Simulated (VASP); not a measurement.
# BP (P6_222) in VASP: further runs

The runs below take BP through single point, relaxation of cell and atoms, with PBE.

All numbers are computed with VASP 6.6.1; they aren't measurements. Logs are shortened: lines on timing, memory, paths and dates and some standing lists are left out, and cuts for length are marked.

## 1. The cell of the first run

It takes space group P6_222 (No. 180, hexagonal). Conventional cell: a = 3.068 Å, b = 3.068 Å, c = 6.720 Å, α = 90.00°, β = 90.00°, γ = 120.00°. B (site symmetry 222) has 4 P at 1.90 Å within 2.5 Å. P (site symmetry 222) has 4 B at 1.90 Å within 2.5 Å.

## 2. Single point, PBE

Contents of INCAR:

```
SYSTEM = BP
PREC = Accurate
ENCUT = 520
EDIFF = 1E-6
ISMEAR = 0
SIGMA = 0.1
LREAL = .FALSE.
LASPH = .TRUE.
NELM = 80
ALGO = Normal
ISIF = 2
LWAVE = .FALSE.
LCHARG = .FALSE.
GGA = PE
NBANDS = 21
```

Contents of KPOINTS:

```
Automatic mesh
0
G
  6 6 4
  0 0 0
```

Contents of POSCAR:

```
BP
1.0
    3.0683871800      0.0000000000      0.0000000000
   -1.5341935900      2.6573012500      0.0000000000
    0.0000000000      0.0000000000      6.7198668100
B P
3 3
Direct
    0.0000000000      0.5000000000      0.1666666700
    0.5000000000      0.5000000000      0.8333333300
    0.5000000000      0.0000000000      0.5000000000
    0.5000000000      0.5000000000      0.3333333300
    0.5000000000      0.0000000000      0.0000000000
    0.0000000000      0.5000000000      0.6666666700
```

Potentials or basis: VASP PAW PBE potentials, release 64 (B, P).

Started as:

```console
$ cat potpaw_PBE.64/B/POTCAR potpaw_PBE.64/P/POTCAR > POTCAR
$ mpirun -np 1 vasp_std > vasp.out
```

OUTCAR:

```text
SYSTEM = BP
   PREC = Accurate
   ENCUT = 520
   EDIFF = 1E-6
   ISMEAR = 0
   LREAL = .FALSE.
   LASPH = .TRUE.
   NELM = 80
   ISIF = 2
   GGA = PE

 ion  position               nearest neighbor table
   1  0.000  0.500  0.167-   4 1.90   4 1.90   5 1.90   5 1.90
   2  0.500  0.500  0.833-   6 1.90   6 1.90   5 1.90   5 1.90
   3  0.500  0.000  0.500-   4 1.90   6 1.90   4 1.90   6 1.90
   4  0.500  0.500  0.333-   1 1.90   1 1.90   3 1.90   3 1.90   5 2.71   5 2.71   6 2.71   6 2.71

   5  0.500  0.000  0.000-   1 1.90   2 1.90   2 1.90   1 1.90   4 2.71   4 2.71   6 2.71   6 2.71

   6  0.000  0.500  0.667-   2 1.90   2 1.90   3 1.90   3 1.90   5 2.71   5 2.71   4 2.71   4 2.71

  LATTYP: Found a hexagonal cell.
 ALAT       =     3.0683871800
 C/A-ratio  =     2.1900322273

  Lattice vectors:

 A1 = (   3.0683871800,   0.0000000000,   0.0000000000)
 A2 = (  -1.5341935900,   2.6573012500,   0.0000000000)
 A3 = (   0.0000000000,   0.0000000000,   6.7198668100)

Analysis of symmetry for initial positions (statically):
=====================================================================
 Subroutine PRICEL returns:
 Original cell was already a primitive cell.

 Routine SETGRP: Setting up the symmetry group for a
 hexagonal supercell.

 Subroutine GETGRP returns: Found 12 space group operations
 (whereof  4 operations were pure point group operations)
 out of a pool of 24 trial point group operations.

The static configuration has the point symmetry D_2 .
 The point group associated with its full space group is D_6 .

Analysis of symmetry for dynamics (positions and initial velocities):
=====================================================================
 Subroutine PRICEL returns:
 Original cell was already a primitive cell.

 Routine SETGRP: Setting up the symmetry group for a
 hexagonal supercell.

 Subroutine GETGRP returns: Found 12 space group operations
 (whereof  4 operations were pure point group operations)
 out of a pool of 24 trial point group operations.

The dynamic configuration has the point symmetry D_2 .
 The point group associated with its full space group is D_6 .

 Subroutine INISYM returns: Found 12 space group operations
 (whereof  4 operations are pure point group operations),
 and found     1 'primitive' translations

[... 98 lines left out ...]
   EDIFF  = 0.1E-05   stopping-criterion for ELM
   LREAL  =      F    real-space projection
   EDIFFG = 0.1E-04   stopping-criterion for IOM
   NSW    =      0    number of steps for IOM
   IBRION =     -1    ionic relax: 0-MD 1-quasi-New 2-CG
   NFREE  =      0    steps in history (QN), initial steepest desc. (CG)
   ISIF   =      2    stress and relaxation
   ISYM   =      2    0-nonsym 1-usesym 2-fastsym
   POTIM  = 0.5000    time-step for ionic-motion
   TEBEG  =    0.0;   TEEND  =   0.0 temperature during run
   PSTRESS=    0.0 pullay stress
   NELECT =      24.0000    total number of electrons
   NUPDOWN=      -1.0000    fix difference up-down
   EMIN   =  10.00;   EMAX   =-10.00  energy-range for DOS
   EFERMI =   0.00;   METHOD = LEGACY
   ISMEAR =     0;   SIGMA  =   0.10  broadening in eV -4-tet -1-fermi 0-gaus
   EFERMI_NEDOS =   21; number of points for ismear=-14 and -15
   IALGO  =     38    algorithm
   IMIX   =      4    mixing-type and parameters
     AMIX     =   0.40;   BMIX     =  1.00
     AMIX_MAG =   1.60;   BMIX_MAG =  1.00
  volume/ion in A,a.u.               =       9.13        61.62
  Fermi-wavevector in a.u.,A,eV,Ry     =   1.243296  2.349490 21.031697  1.545786
  Thomas-Fermi vector in A             =   2.377613
   LORBIT       =      0    0 simple, 1 ext, 2 COOP (PROOUT), +10 PAW based schemes
   GGA     = PE    functional components
   LHFCALC =     F    Hartree Fock is set to
   AEXX    =    0.0000 exact exchange contribution
   IVDW    =     0    specifies the selected vdW correction
   LEPSILON=     F    determine dielectric tensor
   LRPA    =     F    only Hartree local field effects (RPA)
 non-spin polarized calculation
 Gauss-broadening in eV      SIGMA  =   0.10
  energy-cutoff  :      520.00
  volume of cell :       54.79
 maximum number of plane-waves:      1500
 NGX is ok and might be reduce to    24
   NGX = 11   NGY = 11   NGZ = 25

 number of electron      23.9999998 magnetization

 Free energy of the ion-electron system (eV)
  ---------------------------------------------------
  ext. energy  EPLUGINS =         0.00000000
  ---------------------------------------------------
  free energy    TOTEN  =       -34.64934421 eV

  energy without entropy =      -34.64726341  energy(sigma->0) =      -34.64830381

 E-fermi :  10.7062     XC(G=0): -12.2200

 val. band max:       10.7010999172   @ k =   0.0000   0.0000   0.5000
 cond. band min:      11.2170422546   @ k =   0.0000   0.0000   0.0000
 fundamental gap:      0.5159423374
 Fermi energy:        10.7062248247

 k-point     1 :       0.0000    0.0000    0.0000
  band No.  band energies     occupation
      1      -7.1135      2.00000
      2      -4.2147      2.00000
      3      -4.2147      2.00000
      4       4.2240      2.00000
      5       4.2240      2.00000
      6       6.4368      2.00000
[... 493 lines left out ...]
     20      18.5072      0.00000
     21      20.5142      0.00000

------------------------ aborting loop because EDIFF is reached ----------------------------------------

  FORCE on cell =-STRESS in cart. coord.  units (eV):
  Direction    XX          YY          ZZ          XY          YZ          ZX
  --------------------------------------------------------------------------------------
  -------------------------------------------------------------------------------------
  Total       15.2857406     15.2857406     11.4300467     -0.0000000     -0.0000000      0.0000000
  in kB      446.9772821    446.9772832    334.2311856     -0.0000000     -0.0000000      0.0000000
  external PRESSURE =     409.3952503 kB  Pullay stress =       0.0000000 kB

 VOLUME and BASIS-vectors are now :
 -----------------------------------------------------------------------------
  energy-cutoff  :      520.00
  volume of cell :       54.79
      direct lattice vectors                 reciprocal lattice vectors
     3.068387180  0.000000000  0.000000000     0.325904112  0.188160827  0.000000000
    -1.534193590  2.657301250  0.000000000     0.000000000  0.376321653  0.000000000
     0.000000000  0.000000000  6.719866810     0.000000000  0.000000000  0.148812473

 POSITION                                       TOTAL-FORCE (eV/Angst)
 -----------------------------------------------------------------------------------
     -0.76710      1.32865      1.11998         0.000000      0.000000     -0.000000
      0.76710      1.32865      5.59989        -0.000000     -0.000000      0.000000
      1.53419      0.00000      3.35993         0.000000      0.000000     -0.000000
      0.76710      1.32865      2.23996        -0.000000     -0.000000      0.000000
      1.53419      0.00000      0.00000        -0.000000      0.000000     -0.000000
     -0.76710      1.32865      4.47991        -0.000000      0.000000     -0.000000
 -----------------------------------------------------------------------------------
    total drift:                                0.000000      0.000000      0.000007

  FREE ENERGIE OF THE ION-ELECTRON SYSTEM (eV)
  ---------------------------------------------------
  free  energy   TOTEN  =       -34.6493442090 eV

  energy  without entropy=      -34.6472634104  energy(sigma->0) =      -34.64830381
```

stdout:

```text
POSCAR found type information on POSCAR B P
 POSCAR found :  2 types and       6 ions
 scaLAPACK will be used
 LDA part: xc-table for (Slater+PW92), standard interpolation
 POSCAR, INCAR and KPOINTS ok, starting setup
 FFT: planning ... GRIDC
 FFT: planning ... GRID_SOFT
 FFT: planning ... GRID
 WAVECAR not read
 entering main loop
```

Run time: 17 s. Hardware: 1 thread of Intel Xeon Platinum 8175M at 2.50GHz (Skylake/Cascade Lake), shared host; peak memory 0.17 GiB.

What came out:

```
Free energy            : -34.6493 eV
Pressure               : 40.9 GPa
Band gap on the k mesh : zero (band 12 reaches 11.22 eV, above the bottom of band 13 at 10.65 eV)
```

Stress tensor (GPa, compression positive):
```
44.70  0.00  0.00
 0.00 44.70  0.00
 0.00  0.00 33.42
```

Levels at points of the mesh, in eV from the Fermi level:
```tsv
k point	band 8	band 9	band 10	band 11	band 12	band 13	band 14	band 15	band 16	band 17
(0.00, 0.00, 0.00)	-1.87	-0.54	-0.54	-0.15	0.51	3.58	3.58	3.99	3.99	5.18
(0.50, 0.00, 0.00)	-4.20	-3.97	-3.23	-2.77	-2.14	-0.05	0.92	1.77	2.00	6.98
(0.00, 0.00, 0.50)	-1.59	-0.72	-0.42	-0.42	-0.01	2.90	3.75	3.98	4.96	4.96
(0.50, 0.00, 0.50)	-5.91	-3.89	-3.82	-2.89	-2.78	2.27	2.87	2.90	3.44	5.46
```

Caveat: the k points lie up to 0.39 Å⁻¹ apart.

## 3. Single point, PBE

This run uses another cell than the first one, of 10.85 Å³/atom, 1.188 times its volume.

Contents of INCAR:

```
SYSTEM = BP
  PREC = Accurate
  ENCUT = 520
  EDIFF = 1E-6
  ISMEAR = 0
  SIGMA = 0.1
  LREAL = .False.
  LASPH = .True.
  NELM = 60
  ALGO = Normal
  ISIF = 2
  LWAVE = .False.
  LCHARG = .False.
  GGA = PE
  NBANDS = 21
```

Contents of KPOINTS:

```
regular mesh
0
Gamma
  6 6 4
  0 0 0
```

Contents of POSCAR:

```
BP
1.0
    3.2782772903      0.0000000000      0.0000000000
   -1.6391386452      2.8390714141      0.0000000000
    0.0000000000      0.0000000000      6.9941641699
B P
3 3
Direct
    0.0000000000      0.5000000000      0.1666666667
    0.5000000000      0.5000000000      0.8333333333
    0.5000000000      0.0000000000      0.5000000000
    0.5000000000      0.5000000000      0.3333333333
    0.5000000000      0.0000000000      0.0000000000
    0.0000000000      0.5000000000      0.6666666667
```

Potentials or basis: VASP PAW PBE potentials, release 64 (B, P).

Started as:

```console
$ cat potpaw_PBE.64/B/POTCAR potpaw_PBE.64/P/POTCAR > POTCAR
$ mpirun -np 1 vasp_std > vasp.out
```

OUTCAR:

```text
SYSTEM = BP
   PREC = Accurate
   ENCUT = 520
   EDIFF = 1E-6
   ISMEAR = 0
   LREAL = .False.
   LASPH = .True.
   NELM = 60
   ISIF = 2
   GGA = PE

 ion  position               nearest neighbor table
   1  0.000  0.500  0.167-   4 2.01   4 2.01   5 2.01   5 2.01
   2  0.500  0.500  0.833-   6 2.01   6 2.01   5 2.01   5 2.01
   3  0.500  0.000  0.500-   6 2.01   6 2.01   4 2.01   4 2.01
   4  0.500  0.500  0.333-   1 2.01   1 2.01   3 2.01   3 2.01   5 2.85   5 2.85   6 2.85   6 2.85

   5  0.500  0.000  0.000-   1 2.01   1 2.01   2 2.01   2 2.01   6 2.85   6 2.85   4 2.85   4 2.85

[... 709 lines left out ...]
  Total       -0.0853695     -0.0853695     -0.1064954      0.0000000      0.0000000      0.0000000
  in kB       -2.1011425     -2.1011425     -2.6210989      0.0000000      0.0000000      0.0000000
  external PRESSURE =      -2.2744613 kB  Pullay stress =       0.0000000 kB

 VOLUME and BASIS-vectors are now :
 -----------------------------------------------------------------------------
  energy-cutoff  :      520.00
  volume of cell :       65.10
      direct lattice vectors                 reciprocal lattice vectors
     3.278277290  0.000000000  0.000000000     0.305038260  0.176113921  0.000000000
    -1.639138645  2.839071414  0.000000000     0.000000000  0.352227843  0.000000000
     0.000000000  0.000000000  6.994164170     0.000000000  0.000000000  0.142976341

 POSITION                                       TOTAL-FORCE (eV/Angst)
 -----------------------------------------------------------------------------------
     -0.81957      1.41954      1.16569         0.000000     -0.000000      0.000000
      0.81957      1.41954      5.82847         0.000000     -0.000000      0.000000
      1.63914      0.00000      3.49708        -0.000000     -0.000000      0.000000
      0.81957      1.41954      2.33139        -0.000000     -0.000000     -0.000000
      1.63914      0.00000      0.00000         0.000000      0.000000      0.000000
     -0.81957      1.41954      4.66278         0.000000      0.000000     -0.000000
 -----------------------------------------------------------------------------------
    total drift:                               -0.000000      0.000000      0.000000

  FREE ENERGIE OF THE ION-ELECTRON SYSTEM (eV)
  ---------------------------------------------------
  free  energy   TOTEN  =       -35.8281858034 eV

  energy  without entropy=      -35.8269614278  energy(sigma->0) =      -35.82757362
```

stdout:

```text
POSCAR found type information on POSCAR B P
 POSCAR found :  2 types and       6 ions
 scaLAPACK will be used
 LDA part: xc-table for (Slater+PW92), standard interpolation
 POSCAR, INCAR and KPOINTS ok, starting setup
 FFT: planning ... GRIDC
 FFT: planning ... GRID_SOFT
 FFT: planning ... GRID
 WAVECAR not read
 entering main loop
```

It took 18 s on 1 thread of Intel Xeon Platinum 8175M at 2.50GHz (Skylake/Cascade Lake), shared host; peak memory 0.18 GiB.

Results:

| Quantity | Value |
| --- | --- |
| Free energy | -35.8282 eV |
| Pressure | -0.2 GPa |

Levels at points of the mesh, in eV from the Fermi level:
| k point | band 10 | band 11 | band 12 | band 13 | band 14 | band 15 |
| --- | --- | --- | --- | --- | --- | --- |
| (0.00, 0.00, 0.00) | -1.25 | -0.91 | 0.03 | 2.39 | 2.39 | 3.06 |
| (0.50, 0.00, 0.00) | -3.29 | -2.81 | -2.53 | 0.06 | 0.68 | 1.03 |
| (0.00, 0.00, 0.50) | -1.14 | -1.14 | -0.71 | 2.13 | 2.30 | 2.74 |
| (0.50, 0.00, 0.50) | -3.90 | -3.27 | -3.10 | 1.93 | 2.19 | 2.49 |

Caveat: the k points lie up to 0.37 Å⁻¹ apart.

## 4. Relaxation of cell and atoms, PBE

Contents of INCAR:

```
ALGO     = Normal         # electronic algorithm
EDIFF    = 1E-7           # SCF threshold, eV
EDIFFG   = -0.04          # ionic threshold
ENCUT    = 600            # plane-wave cutoff, eV
GGA      = PE             # functional
IBRION   = 2              # ionic algorithm
ISIF     = 3              # what is computed and relaxed
ISMEAR   = 0              # smearing method
LASPH    = T              # aspherical terms in the spheres
LCHARG   = F              # write CHGCAR
LREAL    = F              # projectors in reciprocal space
LWAVE    = F              # write WAVECAR
NELM     = 100            # most SCF steps
NSW      = 90             # ionic steps
PREC     = Accurate       # precision mode
SIGMA    = 0.1            # smearing width, eV
```

Contents of KPOINTS:

```
k-points
0
Gamma
  6 6 4
```

Contents of POSCAR:

```
BP
1.0
    3.0683871800      0.0000000000      0.0000000000
   -1.5341935900      2.6573012500      0.0000000000
    0.0000000000      0.0000000000      6.7198668100
B P
3 3
Direct
    0.0000000000      0.5000000000      0.1666666700
    0.5000000000      0.5000000000      0.8333333300
    0.5000000000      0.0000000000      0.5000000000
    0.5000000000      0.5000000000      0.3333333300
    0.5000000000      0.0000000000      0.0000000000
    0.0000000000      0.5000000000      0.6666666700
```

Started as:

```console
$ cat potpaw_PBE.64/B/POTCAR potpaw_PBE.64/P/POTCAR > POTCAR
$ mpirun -np 1 vasp_std > vasp.out
```

Run time: 1.8 min. Hardware: 1 thread of Intel Xeon Platinum 8175M at 2.50GHz (Skylake/Cascade Lake), shared host; peak memory 0.2 GiB.

It converged, with:

- Free energy: -35.8270 eV
- Relaxed volume: 10.83 Å³/atom
- Relaxed cell: a = 3.276 Å, b = 3.276 Å, c = 6.993 Å, α = 90.00°, β = 90.00°, γ = 120.00°
- Space group after relaxing (to 0.05 Å): P6_222 (No. 180)
- Energy gained by relaxing: 195.5 meV/atom
- Ionic steps: 5
- Pressure after relaxing: 0.1 GPa

Stress tensor (GPa, compression positive):
```
 0.16  0.00  0.00
 0.00  0.16  0.00
 0.00  0.00 -0.09
```

The path:
| step | energy change (eV) | largest force (eV/Å) | pressure (GPa) | volume (Å³) |
| --- | --- | --- | --- | --- |
| 1 | 0.0000 | 0.0000 | 40.94 | 54.79 |
| 2 | -0.4759 | 0.0000 | -18.89 | 75.44 |
| 3 | -1.1676 | 0.0000 | -0.66 | 65.28 |
| 4 | -1.1678 | 0.0000 | -0.08 | 65.06 |
| 5 | -1.1730 | 0.0000 | 0.08 | 64.98 |

Final structure:
```cif
data_structure
_symmetry_space_group_name_H-M 'P 1'
_symmetry_Int_Tables_number 1
_cell_length_a 3.2757
_cell_length_b 3.2757
_cell_length_c 6.9927
_cell_angle_alpha 90.000
_cell_angle_beta 90.000
_cell_angle_gamma 120.000
_cell_volume 64.98
loop_
_atom_site_label
_atom_site_type_symbol
_atom_site_fract_x
_atom_site_fract_y
_atom_site_fract_z
_atom_site_occupancy
B1 B 0.00000 0.50000 0.16667 1
B2 B 0.50000 0.50000 0.83333 1
B3 B 0.50000 0.00000 0.50000 1
P1 P 0.50000 0.50000 0.33333 1
P2 P 0.50000 0.00000 0.00000 1
P3 P 0.00000 0.50000 0.66667 1
```

Levels at points of the mesh, in eV from the Fermi level:
```tsv
k point	band 9	band 10	band 11	band 12	band 13	band 14	band 15	band 16
(0.00, 0.00, 0.00)	-1.24	-1.24	-0.90	0.03	2.41	2.41	3.07	3.07
(0.50, 0.00, 0.00)	-4.07	-3.29	-2.81	-2.53	0.05	0.69	1.04	1.37
(0.00, 0.00, 0.50)	-1.33	-1.13	-1.13	-0.70	2.14	2.32	2.75	3.83
(0.50, 0.00, 0.50)	-3.98	-3.89	-3.27	-3.10	1.93	2.20	2.50	2.97
```

Caveat: the k points lie up to 0.37 Å⁻¹ apart in the final cell; the volume moved by over 15 % at a fixed basis, so the end points are rough.

## 5. Overview

```csv
task,cell,cutoff (eV),pressure (GPa)
single point,"a = 3.068, b = 3.068, c = 6.720 Å, angles 90.0, 90.0, 120.0°, 6 atoms",520,40.9
single point,"a = 3.278, b = 3.278, c = 6.994 Å, angles 90.0, 90.0, 120.0°, 6 atoms",520,-0.2
relaxation of cell and atoms,"relaxed from a = 3.068, b = 3.068, c = 6.720 Å, angles 90.0, 90.0, 120.0°, 6 atoms",600,0.1
```

Alike in all rows: level PBE; potentials or basis VASP PAW PBE potentials, release 64 (B, P); no spin polarisation; k mesh 6 × 6 × 4; smearing gaussian 0.1 eV.

Caveats: all runs use coarse meshes; the volume moved by over 15 % at a fixed basis, so the end points are rough (some runs).

Absolute energies hang on the potentials; compare differences alone.
